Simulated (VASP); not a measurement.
**Ga2O: single point with PBE**

Crystal: Ga2O.

```
Ga O
1.0
     4.22779    0.00000    0.00000
    -2.11390    3.66137    0.00000
     0.00000    0.00000    3.08882
Ga O
2 1
Direct
  0.66667 0.33333 0.50000
  0.33333 0.66667 0.50000
  0.00000 0.00000 0.00000
```

```yaml
Program: VASP 6.6.1
Task: single point
Functional: PBE
Potentials_or_basis: VASP PAW PBE potentials, release 64 (Ga_d, O)
Cutoff: 520 eV
k_mesh: 6 × 6 × 6
Occupations: gaussian, width 0.1 eV
Spin: collinear spin, ferromagnetic start
Starting_moments: "[0.0, 0.0, 1.0] μB"
Dipole_correction: no
Further_INCAR_settings: ALGO = Normal; EDIFF = 1e-06; NBANDS = 27
```

* Pressure: 0.1 GPa
* Band gap on the k mesh: zero (filled and empty bands overlap)
* Net moment: 0.00 μB per cell
* Valence electrons inside the program's atomic spheres: Ga 11.55; O 4.76

Stress tensor (GPa, compression positive):
```
 0.17  0.00  0.00
 0.00  0.17  0.00
 0.00  0.00 -0.07
```

Levels at points of the mesh, in eV from the Fermi level:
Spin up:
```csv
k point,band 13,band 14,band 15,band 16,band 17,band 18,band 19,band 20
"(0.00, 0.00, 0.00)",-2.37,-2.37,-1.00,0.10,0.10,0.25,6.05,7.39
"(0.50, 0.00, 0.00)",-5.65,-3.66,-0.77,-0.32,1.61,3.28,6.81,9.17
"(0.00, 0.00, 0.50)",-2.51,-1.69,-1.69,-0.94,1.96,1.96,3.59,4.24
"(0.50, 0.00, 0.50)",-4.91,-3.84,-1.86,-1.00,0.39,0.52,1.82,6.57
```
Spin down:
| k point | band 14 | band 15 | band 16 | band 17 | band 18 | band 19 |
| --- | --- | --- | --- | --- | --- | --- |
| (0.00, 0.00, 0.00) | -2.37 | -1.00 | 0.10 | 0.10 | 0.25 | 6.05 |
| (0.50, 0.00, 0.00) | -3.66 | -0.77 | -0.32 | 1.61 | 3.28 | 6.81 |
| (0.00, 0.00, 0.50) | -1.69 | -1.69 | -0.94 | 1.96 | 1.96 | 3.59 |
| (0.50, 0.00, 0.50) | -3.84 | -1.86 | -1.00 | 0.39 | 0.52 | 1.82 |

Run time: 62 s on 1 thread of AMD EPYC 7R43 64-Core Processor (Zen 3), on a shared host, peak memory 0.17 GiB.
